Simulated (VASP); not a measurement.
# HfO2 (Fm-3m) in VASP: a series of runs

HfO2 is run at these levels: PBE, r2SCAN; tasks: single point.

All numbers are computed with VASP 6.6.1; they aren't measurements. Logs are shortened: lines on timing, memory, paths and dates and some standing lists are left out, and cuts for length are marked.

## Step 1: The cell of the first run

Symmetry: Fm-3m, No. 225, cubic system. Conventional cell: a = 5.058 Å, b = 5.058 Å, c = 5.058 Å, α = 90.00°, β = 90.00°, γ = 90.00°. Hf (site symmetry m-3m) has 8 O at 2.19 Å within 2.9 Å. Within 2.9 Å of O (site symmetry -43m) lie 4 Hf at 2.19 Å and 6 O at 2.53 Å.

## Step 2: Single point, PBE

File INCAR:

```
SYSTEM = HfO2
PREC     = Accurate       ! precision mode
ENCUT    = 520            ! plane-wave cutoff, eV
EDIFF    = 1E-7           ! SCF threshold, eV
ISMEAR   = 0              ! smearing method
SIGMA    = 0.01           ! smearing width, eV
LREAL    = .False.        ! projectors in reciprocal space
LASPH    = .True.         ! aspherical terms in the spheres
NELM     = 60             ! most SCF steps
ALGO     = Normal         ! electronic algorithm
ISIF     = 2              ! what is computed and relaxed
LWAVE    = .False.        ! write WAVECAR
LCHARG   = .True.         ! write CHGCAR
GGA      = PE             ! functional
LELF     = .True.         ! ELF
LVHAR    = .True.       
NBANDS   = 18             ! bands
```

File KPOINTS:

```
regular mesh
0
Gamma
  6 6 6
  0 0 0
```

File POSCAR:

```
HfO2
1.0
    0.0000000000      2.5291823193      2.5291823193
    2.5291823193      0.0000000000      2.5291823193
    2.5291823193      2.5291823193      0.0000000000
Hf O
1 2
Direct
    0.0000000000      0.0000000000      0.0000000000
    0.2500000000      0.2500000000      0.2500000000
    0.7500000000      0.7500000000      0.7500000000
```

Potentials or basis: VASP PAW PBE potentials, release 64 (Hf_pv, O).

The run is started by

```bash
$ cat potpaw_PBE.64/Hf_pv/POTCAR potpaw_PBE.64/O/POTCAR > POTCAR
$ mpirun -np 1 vasp_std > vasp.out
```

OUTCAR:

```text
SYSTEM = HfO2
   PREC = Accurate
   ENCUT = 520
   EDIFF = 1E-7
   ISMEAR = 0
   LREAL = .False.
   LASPH = .True.
   NELM = 60
   ISIF = 2
   GGA = PE

 ion  position               nearest neighbor table
   1  0.000  0.000  0.000-   3 2.19   3 2.19   3 2.19   2 2.19   2 2.19   2 2.19   3 2.19   2 2.19

   2  0.250  0.250  0.250-   1 2.19   1 2.19   1 2.19   1 2.19
   3  0.750  0.750  0.750-   1 2.19   1 2.19   1 2.19   1 2.19

  LATTYP: Found a face centered cubic cell.
 ALAT       =     5.0583646386

  Lattice vectors:

 A1 = (   0.0000000000,   2.5291823193,   2.5291823193)
 A2 = (   2.5291823193,   0.0000000000,   2.5291823193)
 A3 = (   2.5291823193,   2.5291823193,   0.0000000000)

Analysis of symmetry for initial positions (statically):
=====================================================================
 Subroutine PRICEL returns:
 Original cell was already a primitive cell.

 Routine SETGRP: Setting up the symmetry group for a
 face centered cubic supercell.

 Subroutine GETGRP returns: Found 48 space group operations
 (whereof 48 operations were pure point group operations)
 out of a pool of 48 trial point group operations.

The static configuration has the point symmetry O_h .

Analysis of symmetry for dynamics (positions and initial velocities):
=====================================================================
 Subroutine PRICEL returns:
 Original cell was already a primitive cell.

 Routine SETGRP: Setting up the symmetry group for a
 face centered cubic supercell.

 Subroutine GETGRP returns: Found 48 space group operations
 (whereof 48 operations were pure point group operations)
 out of a pool of 48 trial point group operations.

The dynamic configuration has the point symmetry O_h .

 Subroutine INISYM returns: Found 48 space group operations
 (whereof 48 operations are pure point group operations),
 and found     1 'primitive' translations

----------------------------------------------------------------------------------------

                                     Primitive cell

  volume of cell :      32.3572

  direct lattice vectors                    reciprocal lattice vectors
     0.000000000  2.529182319  2.529182319    -0.197692351  0.197692351  0.197692351
     2.529182319  0.000000000  2.529182319     0.197692351 -0.197692351  0.197692351
     2.529182319  2.529182319  0.000000000     0.197692351  0.197692351 -0.197692351

  length of vectors
     3.576803938  3.576803938  3.576803938     0.342413197  0.342413197  0.342413197

  position of ions in fractional coordinates (direct lattice)
     0.000000000  0.000000000  0.000000000
     0.250000000  0.250000000  0.250000000
     0.750000000  0.750000000  0.750000000

  ion indices of the primitive-cell ions
   primitive index   ion index
                 1           1
                 2           2
                 3           3

----------------------------------------------------------------------------------------

 KPOINTS: regular mesh

Automatic generation of k-mesh.
 Grid dimensions read from file:
 generate k-points for:    6    6    6

 Generating k-lattice:

  Cartesian coordinates                     Fractional coordinates (reciprocal lattice)
    -0.032948725  0.032948725  0.032948725     0.166666667  0.000000000  0.000000000
     0.032948725 -0.032948725  0.032948725     0.000000000  0.166666667  0.000000000
     0.032948725  0.032948725 -0.032948725     0.000000000  0.000000000  0.166666667

  Length of vectors
     0.057068866  0.057068866  0.057068866

  Shift w.r.t. Gamma in fractional coordinates (k-lattice)
     0.000000000  0.000000000  0.000000000

 Subroutine IBZKPT returns following result:
 ===========================================

 Found     16 irreducible k-points:

 Following reciprocal coordinates:
            Coordinates               Weight
  0.000000  0.000000  0.000000      1.000000
  0.166667  0.000000  0.000000      8.000000
  0.333333  0.000000  0.000000      8.000000
  0.500000  0.000000  0.000000      4.000000
  0.166667  0.166667  0.000000      6.000000
  0.333333  0.166667  0.000000     24.000000
[... 8 lines left out ...]
 -0.333333  0.333333  0.166667     24.000000
 -0.333333  0.500000  0.166667     12.000000
   k-points           NKPTS =     16   k-points in BZ     NKDIM =     16   number of bands    NBANDS=     18
   number of dos      NEDOS =    301   number of ions     NIONS =      3
   total plane-waves  NPLWV =  21952
   dimension x,y,z NGX =    28 NGY =   28 NGZ =   28
   dimension x,y,z NGXF=    56 NGYF=   56 NGZF=   56
   ions per type =               1   2
   NGX,Y,Z   is equivalent  to a cutoff of  13.01, 13.01, 13.01 a.u.
   NGXF,Y,Z  is equivalent  to a cutoff of  26.03, 26.03, 26.03 a.u.
 SYSTEM =  HfO2
   PREC   = accura    normal or accurate (medium, high low for compatibility)
   ISTART =      0    job   : 0-new  1-cont  2-samecut
   ICHARG =      2    charge: 1-file 2-atom 10-const
   ISPIN  =      1    spin polarized calculation?
   LNONCOLLINEAR =      F non collinear calculations
   LSORBIT =      F    spin-orbit coupling
   LASPH  =      T    aspherical Exc in radial PAW
   ENCUT  =  520.0 eV  38.22 Ry    6.18 a.u.   6.65  6.65  6.65*2*pi/ulx,y,z
   NELM   =     60;   NELMIN=  2; NELMDL= -5     # of ELM steps
   EDIFF  = 0.1E-06   stopping-criterion for ELM
   LREAL  =      F    real-space projection
   EDIFFG = 0.1E-05   stopping-criterion for IOM
   NSW    =      0    number of steps for IOM
   IBRION =     -1    ionic relax: 0-MD 1-quasi-New 2-CG
   NFREE  =      0    steps in history (QN), initial steepest desc. (CG)
   ISIF   =      2    stress and relaxation
   ISYM   =      2    0-nonsym 1-usesym 2-fastsym
   POTIM  = 0.5000    time-step for ionic-motion
   TEBEG  =    0.0;   TEEND  =   0.0 temperature during run
   PSTRESS=    0.0 pullay stress
   NELECT =      22.0000    total number of electrons
   NUPDOWN=      -1.0000    fix difference up-down
   EMIN   =  10.00;   EMAX   =-10.00  energy-range for DOS
   EFERMI =   0.00;   METHOD = LEGACY
   ISMEAR =     0;   SIGMA  =   0.01  broadening in eV -4-tet -1-fermi 0-gaus
   EFERMI_NEDOS =   21; number of points for ismear=-14 and -15
   IALGO  =     38    algorithm
   IMIX   =      4    mixing-type and parameters
     AMIX     =   0.40;   BMIX     =  1.00
     AMIX_MAG =   1.60;   BMIX_MAG =  1.00
  volume/ion in A,a.u.               =      10.79        72.79
  Fermi-wavevector in a.u.,A,eV,Ry     =   1.439546  2.720348 28.195259  2.072293
  Thomas-Fermi vector in A             =   2.558390
   LORBIT       =      0    0 simple, 1 ext, 2 COOP (PROOUT), +10 PAW based schemes
   GGA     = PE    functional components
   LHFCALC =     F    Hartree Fock is set to
   AEXX    =    0.0000 exact exchange contribution
   IVDW    =     0    specifies the selected vdW correction
   LEPSILON=     F    determine dielectric tensor
   LRPA    =     F    only Hartree local field effects (RPA)
 non-spin polarized calculation
 Gauss-broadening in eV      SIGMA  =   0.01
  energy-cutoff  :      520.00
  volume of cell :       32.36
 maximum number of plane-waves:       893
 NGX is ok and might be reduce to    28
   NGX = 13   NGY = 13   NGZ = 13

 number of electron      21.9999992 magnetization

 Free energy of the ion-electron system (eV)
  ---------------------------------------------------
  ext. energy  EPLUGINS =         0.00000000
  ---------------------------------------------------
  free energy    TOTEN  =       -30.24599620 eV

  energy without entropy =      -30.24599620  energy(sigma->0) =      -30.24599620

 E-fermi :   4.4049     XC(G=0): -11.8754

 val. band max:        4.3384136941   @ k =   0.5000   0.5000   0.0000
 cond. band min:       8.1587319812   @ k =   0.5000   0.5000   0.0000
 fundamental gap:      3.8203182870
 Fermi energy:         4.4048815820

 k-point     1 :       0.0000    0.0000    0.0000
  band No.  band energies     occupation
      1     -25.3168      2.00000
      2     -25.3168      2.00000
      3     -25.3168      2.00000
      4     -14.4372      2.00000
      5     -11.3693      2.00000
      6      -1.0464      2.00000
[... 10 lines left out ...]
     17      14.8480      0.00000
     18      17.8700      0.00000

 k-point     2 :       0.1667    0.0000    0.0000
  band No.  band energies     occupation
      1     -25.4350      2.00000
      2     -25.3297      2.00000
      3     -25.3297      2.00000
      4     -14.0763      2.00000
      5     -11.6540      2.00000
      6      -0.7858      2.00000
[... 10 lines left out ...]
     17      14.4147      0.00000
     18      17.7197      0.00000

 k-point     3 :       0.3333    0.0000    0.0000
  band No.  band energies     occupation
      1     -25.6577      2.00000
      2     -25.3553      2.00000
      3     -25.3553      2.00000
      4     -13.4089      2.00000
      5     -12.0477      2.00000
      6      -0.2542      2.00000
[... 10 lines left out ...]
     17      13.9812      0.00000
     18      16.6083      0.00000

 k-point     4 :       0.5000    0.0000    0.0000
  band No.  band energies     occupation
      1     -25.7630      2.00000
      2     -25.3680      2.00000
      3     -25.3680      2.00000
      4     -13.1929      2.00000
      5     -12.0686      2.00000
      6      -0.0032      2.00000
[... 207 lines left out ...]
      4     -12.7914      2.00000
      5     -12.3798      2.00000
      6      -0.6644      2.00000
[... 10 lines left out ...]
     17      15.3354      0.00000
     18      17.7598      0.00000

 k-point    15 :      -0.3333    0.3333    0.1667
  band No.  band energies     occupation
      1     -25.6654      2.00000
      2     -25.5587      2.00000
      3     -25.4167      2.00000
      4     -12.6401      2.00000
      5     -12.3568      2.00000
      6      -0.6536      2.00000
[... 10 lines left out ...]
     17      16.2123      0.00000
     18      17.7376      0.00000

 k-point    16 :      -0.3333    0.5000    0.1667
  band No.  band energies     occupation
      1     -25.7053      2.00000
      2     -25.5327      2.00000
      3     -25.4452      2.00000
      4     -12.5603      2.00000
      5     -12.3420      2.00000
      6      -1.5639      2.00000
[... 10 lines left out ...]
     17      17.4880      0.00000
     18      17.8378      0.00000

------------------------ aborting loop because EDIFF is reached ----------------------------------------

  FORCE on cell =-STRESS in cart. coord.  units (eV):
  Direction    XX          YY          ZZ          XY          YZ          ZX
  --------------------------------------------------------------------------------------
  -------------------------------------------------------------------------------------
  Total        0.4308870      0.4308870      0.4308870     -0.0000000     -0.0000000      0.0000000
  in kB       21.3355369     21.3355369     21.3355369     -0.0000000     -0.0000000      0.0000000
  external PRESSURE =      21.3355369 kB  Pullay stress =       0.0000000 kB

 VOLUME and BASIS-vectors are now :
 -----------------------------------------------------------------------------
  energy-cutoff  :      520.00
  volume of cell :       32.36
      direct lattice vectors                 reciprocal lattice vectors
     0.000000000  2.529182319  2.529182319    -0.197692351  0.197692351  0.197692351
     2.529182319  0.000000000  2.529182319     0.197692351 -0.197692351  0.197692351
     2.529182319  2.529182319  0.000000000     0.197692351  0.197692351 -0.197692351

 POSITION                                       TOTAL-FORCE (eV/Angst)
 -----------------------------------------------------------------------------------
      0.00000      0.00000      0.00000         0.000000      0.000000      0.000000
      1.26459      1.26459      1.26459        -0.000000     -0.000000     -0.000000
      3.79377      3.79377      3.79377         0.000000      0.000000      0.000000
 -----------------------------------------------------------------------------------
    total drift:                                0.000000      0.000000      0.000000

  FREE ENERGIE OF THE ION-ELECTRON SYSTEM (eV)
  ---------------------------------------------------
  free  energy   TOTEN  =       -30.2459961955 eV

  energy  without entropy=      -30.2459961955  energy(sigma->0) =      -30.24599620
```

It took 7.1 s on 1 thread of Intel Xeon Platinum 8559C (Emerald Rapids), shared host; peak memory 0.15 GiB.

Results:

```
Free energy            : -30.2460 eV
Pressure               : 2.1 GPa
Band gap on the k mesh : 3.82 eV, direct
```

Caveat: spin-orbit coupling is left out, which moves the levels of the heavy elements.

## Step 3: Single point, r2SCAN

POSCAR is that of step 2.

File INCAR.step1:

```
SYSTEM = HfO2
ALGO = Normal ; EDIFF = 1E-4
ENCUT = 520 ; GGA = PE
ISMEAR = 0 ; LASPH = .TRUE.
LCHARG = .FALSE. ; LREAL = .FALSE.
LWAVE = .TRUE. ; NBANDS = 18
NELM = 80 ; PREC = Accurate
SIGMA = 0.01
```

File INCAR.step2:

```
SYSTEM = HfO2
ALGO = Normal ; EDIFF = 1E-6
ENCUT = 520 ; ISIF = 2
ISMEAR = 0 ; ISTART = 1
LASPH = .TRUE. ; LCHARG = .FALSE.
LMIXTAU = .TRUE. ; LREAL = .FALSE.
LWAVE = .FALSE. ; METAGGA = R2SCAN
NBANDS = 18 ; NELM = 80
PREC = Accurate ; SIGMA = 0.01
```

File KPOINTS:

```
k-points
0
G
  6 6 6
  0 0 0
```

Potentials or basis: VASP PAW PBE potentials, release 64 (Hf_pv, O).

The run is started by

```bash
$ cat potpaw_PBE.64/Hf_pv/POTCAR potpaw_PBE.64/O/POTCAR > POTCAR
$ cp INCAR.step1 INCAR
$ mpirun -np 1 vasp_std > vasp.out
$ cp INCAR.step2 INCAR
$ mpirun -np 1 vasp_std > vasp.out
```

It took 27 s on 1 thread of Intel Xeon Platinum 8559C (Emerald Rapids), shared host; peak memory 0.16 GiB.

The run converged. Its results:

- Free energy: -68.5474 eV
- Pressure: -4.0 GPa
- Band gap on the k mesh: 4.31 eV, direct

Levels at points of the mesh, in eV from the valence-band top:
```csv
k point,band 8,band 9,band 10,band 11,band 12,band 13,band 14,band 15
"(0.00, 0.00, 0.00)",-5.48,-0.64,-0.64,-0.64,4.42,4.42,6.52,11.09
"(0.50, 0.00, 0.00)",-3.08,-2.82,-1.90,-1.90,5.12,5.12,7.56,9.64
"(0.50, 0.50, 0.00)",-3.60,-1.57,-1.57,0.00,4.31,6.05,7.24,8.73
```

Caveat: the PAW data sets were made with another functional, which shifts forces and pressure a little; spin-orbit coupling is left out, which moves the levels of the heavy elements.

## Step 4: Single point, PBE

Edit INCAR of step 2 so:

```diff
@@ -3,3 +3,3 @@
 ENCUT    = 520            ! plane-wave cutoff, eV
-EDIFF    = 1E-7           ! SCF threshold, eV
+EDIFF    = 1E-6           ! SCF threshold, eV
 ISMEAR   = 0              ! smearing method
@@ -8,3 +8,3 @@
 LASPH    = .True.         ! aspherical terms in the spheres
-NELM     = 60             ! most SCF steps
+NELM     = 100            ! most SCF steps
 ALGO     = Normal         ! electronic algorithm
```

File KPOINTS:

```
regular mesh
0
Gamma
  8 8 8
  0 0 0
```

POSCAR is that of step 3.

The run is started by

```bash
$ cat potpaw_PBE.64/Hf_pv/POTCAR potpaw_PBE.64/O/POTCAR > POTCAR
$ mpirun -np 1 vasp_std > vasp.out
```

Run time: 10 s. Hardware: 1 thread of Intel Xeon Platinum 8559C (Emerald Rapids), shared host; peak memory 0.16 GiB.

The run converged. Its results:

* Free energy: -30.2461 eV
* Pressure: 2.1 GPa
* Band gap on the k mesh: 3.82 eV, direct

Levels at points of the mesh, in eV from the valence-band top:
```tsv
k point	band 8	band 9	band 10	band 11	band 12	band 13	band 14	band 15
(0.00, 0.00, 0.00)	-5.38	-0.61	-0.61	-0.61	3.90	3.90	5.89	10.51
(0.50, 0.00, 0.00)	-3.05	-2.74	-1.84	-1.84	4.63	4.63	7.05	9.09
(0.50, 0.50, 0.00)	-3.48	-1.54	-1.54	0.00	3.82	5.54	6.70	8.22
```

Caveat: spin-orbit coupling is left out, which moves the levels of the heavy elements. A k mesh can miss the band edges.

## Step 5: Overview

```csv
level,k mesh,gap on the mesh (eV),pressure (GPa)
PBE,6 × 6 × 6,3.82,2.1
r2SCAN,6 × 6 × 6,4.31,-4.0
PBE,8 × 8 × 8,3.82,2.1
```

Alike in all rows: task single point; potentials or basis VASP PAW PBE potentials, release 64 (Hf_pv, O); no spin polarisation; cell as given; cutoff (eV) 520; smearing gaussian 0.01 eV.

On the cell as given the gap runs from 3.82 eV (PBE) to 4.31 eV (r2SCAN); the meshes differ, which moves gaps too. The pressure there spans -4.0 GPa (r2SCAN) to 2.1 GPa (PBE); a positive pressure means that this level wants a larger cell, a negative one a smaller.

Caveats: spin-orbit coupling is left out, which moves the levels of the heavy elements; the PAW data sets were made with another functional, which shifts forces and pressure a little (some runs).

Absolute energies hang on the potentials; compare differences alone.
